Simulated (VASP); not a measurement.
Wanted: the native input for a VASP 6.6.1 run.

| Quantity | Value |
| --- | --- |
| Task | single point |
| Functional | PBE |
| Potentials or basis | VASP PAW PBE potentials, release 64 (Sn_d) |
| Cutoff | 520 eV |
| k mesh | 9 × 9 × 9 |
| Occupations | fermi-dirac, width 0.05 eV |
| Spin | no spin polarisation |
| Dipole correction | no |
| Further INCAR settings | ALGO = Fast; EDIFF = 1e-07; NBANDS = 21 |

The structure of Sn lies in POSCAR:

```
Sn
1.0
   -2.9004039564      2.9004039564      1.5776871502
    2.9004039564     -2.9004039564      1.5776871502
    2.9004039564      2.9004039564     -1.5776871502
Sn
2
Direct
    0.0000000000      0.0000000000      0.0000000000
    0.7500000000      0.2500000000      0.5000000000
```

One way to write it, as run:

INCAR

```
ALGO     = Fast           # electronic algorithm
EDIFF    = 1E-7           # SCF threshold, eV
ENCUT    = 520            # plane-wave cutoff, eV
GGA      = PE             # functional
ISIF     = 2              # what is computed and relaxed
ISMEAR   = -1             # smearing method
LASPH    = T              # aspherical terms in the spheres
LCHARG   = T              # write CHGCAR
LELF     = T              # ELF
LREAL    = F              # projectors in reciprocal space
LVHAR    = T            
LWAVE    = F              # write WAVECAR
NBANDS   = 21             # bands
NELM     = 100            # most SCF steps
PREC     = Accurate       # precision mode
SIGMA    = 0.05           # smearing width, eV
```

KPOINTS

```
k-points
0
Gamma
  9 9 9
```

Potentials or basis: VASP PAW PBE potentials, release 64 (Sn_d).

Launch:

```console
$ cat potpaw_PBE.64/Sn_d/POTCAR > POTCAR
$ mpirun -np 1 vasp_std > vasp.out
```

Results of the run:

```yaml
Pressure: 3.8 GPa
Band_gap_on_the_k_mesh: zero (bands 14 and 15 overlap by 4.16 eV)
```

Caveat: the cell stands under pressure; spin-orbit coupling is left out, which moves the levels of the heavy elements.

Run time: 100 s on 1 thread of AMD EPYC 7R13 Processor (Zen 3) (shared host), peak memory 0.21 GiB.
